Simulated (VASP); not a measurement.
# W (Im-3m) in VASP: a series of runs

W is run at these levels: PBE; tasks: single point.

Program: VASP 6.6.1. These are calculated values, not measurements. Logs are shortened: lines on timing, memory, paths and dates and some standing lists are left out, and cuts for length are marked.

## (1) The cell of the first run

The structure is cubic, space group Im-3m (No. 229). The conventional cell has a = 3.207 Å, b = 3.207 Å, c = 3.207 Å, α = 90.00°, β = 90.00°, γ = 90.00°. W (site symmetry m-3m) has 14 W at 2.78 to 3.21 Å within 3.7 Å.

## (2) Single point, PBE

INCAR reads:

```
SYSTEM = W
PREC = Accurate
ENCUT = 500
EDIFF = 1E-6
ISMEAR = -1
SIGMA = 0.1
LREAL = .False.
LASPH = .True.
NELM = 120
ALGO = Normal
ISIF = 2
LWAVE = .False.
LCHARG = .False.
GGA = PE
NBANDS = 13
GGA_COMPAT = .False.
```

KPOINTS reads:

```
Automatic mesh
0
Gamma
  4 4 4
  0 0 0
```

POSCAR reads:

```
W
1.0
   -1.6033247565      1.6033247565      1.6033247565
    1.6033247565     -1.6033247565      1.6033247565
    1.6033247565      1.6033247565     -1.6033247565
W
1
Direct
    0.0000000000      0.0000000000      0.0000000000
```

Potentials or basis: VASP PAW PBE potentials, release 64 (W_sv).

On the command line:

```
$ cat potpaw_PBE.64/W_sv/POTCAR > POTCAR
$ mpirun -np 1 vasp_std > vasp.out
```

OUTCAR:

```text
SYSTEM = W
   PREC = Accurate
   ENCUT = 500
   EDIFF = 1E-6
   ISMEAR = -1
   LREAL = .False.
   LASPH = .True.
   NELM = 120
   ISIF = 2
   GGA = PE

 ion  position               nearest neighbor table
   1  0.000  0.000  0.000-

  LATTYP: Found a body centered cubic cell.
 ALAT       =     3.2066495130

  Lattice vectors:

 A1 = (  -1.6033247565,   1.6033247565,   1.6033247565)
 A2 = (   1.6033247565,  -1.6033247565,   1.6033247565)
 A3 = (   1.6033247565,   1.6033247565,  -1.6033247565)

Analysis of symmetry for initial positions (statically):
=====================================================================
 Subroutine PRICEL returns:
 Original cell was already a primitive cell.

 Routine SETGRP: Setting up the symmetry group for a
 body centered cubic supercell.

 Subroutine GETGRP returns: Found 48 space group operations
 (whereof 48 operations were pure point group operations)
 out of a pool of 48 trial point group operations.

The static configuration has the point symmetry O_h .

Analysis of symmetry for dynamics (positions and initial velocities):
=====================================================================
 Subroutine PRICEL returns:
 Original cell was already a primitive cell.

 Routine SETGRP: Setting up the symmetry group for a
 body centered cubic supercell.

 Subroutine GETGRP returns: Found 48 space group operations
 (whereof 48 operations were pure point group operations)
 out of a pool of 48 trial point group operations.

The dynamic configuration has the point symmetry O_h .

 Subroutine INISYM returns: Found 48 space group operations
 (whereof 48 operations are pure point group operations),
 and found     1 'primitive' translations

----------------------------------------------------------------------------------------

                                     Primitive cell

  volume of cell :      16.4863

  direct lattice vectors                    reciprocal lattice vectors
    -1.603324756  1.603324756  1.603324756     0.000000000  0.311851980  0.311851980
     1.603324756 -1.603324756  1.603324756     0.311851980  0.000000000  0.311851980
     1.603324756  1.603324756 -1.603324756     0.311851980  0.311851980  0.000000000

  length of vectors
     2.777039939  2.777039939  2.777039939     0.441025300  0.441025300  0.441025300

  position of ions in fractional coordinates (direct lattice)
     0.000000000  0.000000000  0.000000000

  ion indices of the primitive-cell ions
   primitive index   ion index
                 1           1

----------------------------------------------------------------------------------------

 KPOINTS: Automatic mesh

Automatic generation of k-mesh.
 Grid dimensions read from file:
 generate k-points for:    4    4    4

 Generating k-lattice:

  Cartesian coordinates                     Fractional coordinates (reciprocal lattice)
     0.000000000  0.077962995  0.077962995     0.250000000  0.000000000  0.000000000
     0.077962995  0.000000000  0.077962995     0.000000000  0.250000000  0.000000000
     0.077962995  0.077962995  0.000000000     0.000000000  0.000000000  0.250000000

  Length of vectors
     0.110256325  0.110256325  0.110256325

  Shift w.r.t. Gamma in fractional coordinates (k-lattice)
     0.000000000  0.000000000  0.000000000

 Subroutine IBZKPT returns following result:
 ===========================================

 Found      8 irreducible k-points:

 Following reciprocal coordinates:
            Coordinates               Weight
  0.000000  0.000000  0.000000      1.000000
  0.250000  0.000000  0.000000     12.000000
  0.500000  0.000000  0.000000      6.000000
  0.250000  0.250000  0.000000     24.000000
  0.250000  0.250000  0.250000      2.000000
 -0.250000  0.250000  0.250000      6.000000
  0.500000  0.500000  0.250000     12.000000
  0.500000  0.500000  0.500000      1.000000
   k-points           NKPTS =      8   k-points in BZ     NKDIM =      8   number of bands    NBANDS=     13
   number of dos      NEDOS =    301   number of ions     NIONS =      1
   total plane-waves  NPLWV =   8000
   dimension x,y,z NGX =    20 NGY =   20 NGZ =   20
   dimension x,y,z NGXF=    40 NGYF=   40 NGZF=   40
   ions per type =               1
   NGX,Y,Z   is equivalent  to a cutoff of  11.97, 11.97, 11.97 a.u.
   NGXF,Y,Z  is equivalent  to a cutoff of  23.95, 23.95, 23.95 a.u.
 SYSTEM =  W
   PREC   = accura    normal or accurate (medium, high low for compatibility)
   ISTART =      0    job   : 0-new  1-cont  2-samecut
   ICHARG =      2    charge: 1-file 2-atom 10-const
   ISPIN  =      1    spin polarized calculation?
   LNONCOLLINEAR =      F non collinear calculations
   LSORBIT =      F    spin-orbit coupling
   LASPH  =      T    aspherical Exc in radial PAW
   ENCUT  =  500.0 eV  36.75 Ry    6.06 a.u.   5.06  5.06  5.06*2*pi/ulx,y,z
   NELM   =    120;   NELMIN=  2; NELMDL= -5     # of ELM steps
   EDIFF  = 0.1E-05   stopping-criterion for ELM
   LREAL  =      F    real-space projection
   EDIFFG = 0.1E-04   stopping-criterion for IOM
   NSW    =      0    number of steps for IOM
   IBRION =     -1    ionic relax: 0-MD 1-quasi-New 2-CG
   NFREE  =      0    steps in history (QN), initial steepest desc. (CG)
   ISIF   =      2    stress and relaxation
   ISYM   =      2    0-nonsym 1-usesym 2-fastsym
   POTIM  = 0.5000    time-step for ionic-motion
   TEBEG  =    0.0;   TEEND  =   0.0 temperature during run
   PSTRESS=    0.0 pullay stress
   NELECT =      14.0000    total number of electrons
   NUPDOWN=      -1.0000    fix difference up-down
   EMIN   =  10.00;   EMAX   =-10.00  energy-range for DOS
   EFERMI =   0.00;   METHOD = LEGACY
   ISMEAR =    -1;   SIGMA  =   0.10  broadening in eV -4-tet -1-fermi 0-gaus
   EFERMI_NEDOS =   21; number of points for ismear=-14 and -15
   IALGO  =     38    algorithm
   IMIX   =      4    mixing-type and parameters
     AMIX     =   0.40;   BMIX     =  1.00
     AMIX_MAG =   1.60;   BMIX_MAG =  1.00
  volume/ion in A,a.u.               =      16.49       111.26
  Fermi-wavevector in a.u.,A,eV,Ry     =   1.550277  2.929599 32.699688  2.403359
  Thomas-Fermi vector in A             =   2.654964
   LORBIT       =      0    0 simple, 1 ext, 2 COOP (PROOUT), +10 PAW based schemes
   GGA     = PE    functional components
   LHFCALC =     F    Hartree Fock is set to
   AEXX    =    0.0000 exact exchange contribution
   IVDW    =     0    specifies the selected vdW correction
   LEPSILON=     F    determine dielectric tensor
   LRPA    =     F    only Hartree local field effects (RPA)
 non-spin polarized calculation
  energy-cutoff  :      500.00
  volume of cell :       16.49
 maximum number of plane-waves:       429
   NGX = 11   NGY = 11   NGZ = 11

 number of electron      13.9999996 magnetization

 Free energy of the ion-electron system (eV)
  ---------------------------------------------------
  ext. energy  EPLUGINS =         0.00000000
  ---------------------------------------------------
  free energy    TOTEN  =       -12.79413298 eV

  energy without entropy =      -12.77776949  energy(sigma->0) =      -12.78595123

 E-fermi :  10.7518     XC(G=0): -13.3979

 val. band max:       10.4381929949   @ k =  -0.2500   0.2500   0.2500
 cond. band min:      11.0436503727   @ k =   0.5000   0.5000   0.2500
 fundamental gap:      0.6054573778
 Fermi energy:        10.7517878695

 k-point     1 :       0.0000    0.0000    0.0000
  band No.  band energies     occupation
      1     -63.2015      2.00000
      2     -26.8327      2.00000
      3     -26.8327      2.00000
      4     -26.8327      2.00000
      5       1.4621      2.00000
      6       9.7922      1.99986
      7       9.7922      1.99986
      8       9.7922      1.99986
      9      13.1161      0.00000
     10      13.1161      0.00000
     11      25.2936      0.00000
     12      25.2936      0.00000
     13      25.2936      0.00000

 k-point     2 :       0.2500    0.0000    0.0000
  band No.  band energies     occupation
      1     -63.1450      2.00000
      2     -27.4229      2.00000
      3     -27.0222      2.00000
      4     -26.8352      2.00000
      5       3.8097      2.00000
      6       8.5389      2.00000
      7       9.1559      2.00000
      8      12.4211      0.00000
      9      12.5204      0.00000
     10      13.2980      0.00000
     11      25.4205      0.00000
     12      26.9203      0.00000
     13      29.6725      0.00000

 k-point     3 :       0.5000    0.0000    0.0000
  band No.  band energies     occupation
      1     -63.0882      2.00000
      2     -27.9714      2.00000
      3     -27.2056      2.00000
      4     -26.8380      2.00000
      5       4.8826      2.00000
      6       7.5579      2.00000
      7      11.4329      0.00220
      8      12.9957      0.00000
      9      13.9324      0.00000
     10      16.7950      0.00000
     11      21.4133      0.00000
     12      22.2469      0.00000
     13      27.2108      0.00000

 k-point     4 :       0.2500    0.2500    0.0000
  band No.  band energies     occupation
      1     -63.0881      2.00000
      2     -27.7672      2.00000
      3     -27.3168      2.00000
      4     -26.9535      2.00000
      5       6.2251      2.00000
      6       7.8139      2.00000
      7       8.7597      2.00000
      8      12.7077      0.00000
      9      13.9000      0.00000
     10      17.5939      0.00000
     11      21.3615      0.00000
     12      25.0592      0.00000
     13      26.7594      0.00000

 k-point     5 :       0.2500    0.2500    0.2500
  band No.  band energies     occupation
      1     -63.0808      2.00000
      2     -27.4059      2.00000
      3     -27.4059      2.00000
      4     -27.4059      2.00000
      5       8.0518      2.00000
      6       8.0518      2.00000
      7       8.0518      2.00000
      8      14.0870      0.00000
      9      14.0870      0.00000
     10      17.1554      0.00000
     11      22.7247      0.00000
     12      22.7247      0.00000
     13      22.7247      0.00000

 k-point     6 :      -0.2500    0.2500    0.2500
  band No.  band energies     occupation
      1     -63.0955      2.00000
      2     -27.4430      2.00000
      3     -27.2266      2.00000
      4     -27.2266      2.00000
      5       5.7621      2.00000
      6       8.2880      2.00000
      7      10.4382      1.91671
      8      10.4382      1.91670
      9      12.2691      0.00000
     10      14.2436      0.00000
     11      25.0664      0.00000
     12      29.7132      0.00000
     13      29.7132      0.00000

 k-point     7 :       0.5000    0.5000    0.2500
  band No.  band energies     occupation
      1     -63.0459      2.00000
      2     -27.8051      2.00000
      3     -27.4239      2.00000
      4     -27.2475      2.00000
      5       6.3003      2.00000
      6       7.3925      2.00000
      7      10.2935      1.97975
      8      11.0437      0.10248
      9      16.3125      0.00000
     10      17.8280      0.00000
     11      20.5808      0.00000
     12      24.2495      0.00000
     13      28.3874      0.00000

 k-point     8 :       0.5000    0.5000    0.5000
  band No.  band energies     occupation
      1     -63.0033      2.00000
      2     -27.6339      2.00000
      3     -27.6339      2.00000
      4     -27.6339      2.00000
      5       5.3797      2.00000
      6       5.3797      2.00000
      7      15.8690      0.00000
      8      15.8690      0.00000
      9      15.8690      0.00000
     10      18.8341      0.00000
     11      18.8341      0.00000
     12      18.8341      0.00000
     13      26.3290      0.00000

------------------------ aborting loop because EDIFF is reached ----------------------------------------

  FORCE on cell =-STRESS in cart. coord.  units (eV):
  Direction    XX          YY          ZZ          XY          YZ          ZX
  --------------------------------------------------------------------------------------
  -------------------------------------------------------------------------------------
  Total       -0.6712246     -0.6712246     -0.6712246     -0.0000000      0.0000000     -0.0000000
  in kB      -65.2309860    -65.2309860    -65.2309860     -0.0000000      0.0000000     -0.0000000
  external PRESSURE =     -65.2309860 kB  Pullay stress =       0.0000000 kB

 VOLUME and BASIS-vectors are now :
 -----------------------------------------------------------------------------
  energy-cutoff  :      500.00
  volume of cell :       16.49
      direct lattice vectors                 reciprocal lattice vectors
    -1.603324756  1.603324756  1.603324756     0.000000000  0.311851980  0.311851980
     1.603324756 -1.603324756  1.603324756     0.311851980  0.000000000  0.311851980
     1.603324756  1.603324756 -1.603324756     0.311851980  0.311851980  0.000000000

 POSITION                                       TOTAL-FORCE (eV/Angst)
 -----------------------------------------------------------------------------------
      0.00000      0.00000      0.00000        -0.000000     -0.000000      0.000000
 -----------------------------------------------------------------------------------
    total drift:                                0.000000     -0.000000      0.000000

  FREE ENERGIE OF THE ION-ELECTRON SYSTEM (eV)
  ---------------------------------------------------
  free  energy   TOTEN  =       -12.7941329783 eV

  energy  without entropy=      -12.7777694886  energy(sigma->0) =      -12.78595123
```

Wall time 4 s (1 thread of Intel Xeon Platinum 8259CL at 2.50GHz (Skylake/Cascade Lake), shared host); peak memory 0.11 GiB.

Results:

- Free energy: -12.7941 eV
- Pressure: -6.5 GPa
- Band gap on the k mesh: zero (band 7 reaches 15.87 eV, above the bottom of band 8 at 9.79 eV)

Caveat: the k points lie up to 0.69 Å⁻¹ apart; spin-orbit coupling is left out, which moves the levels of the heavy elements.

(Continued in part 2 of 2.)
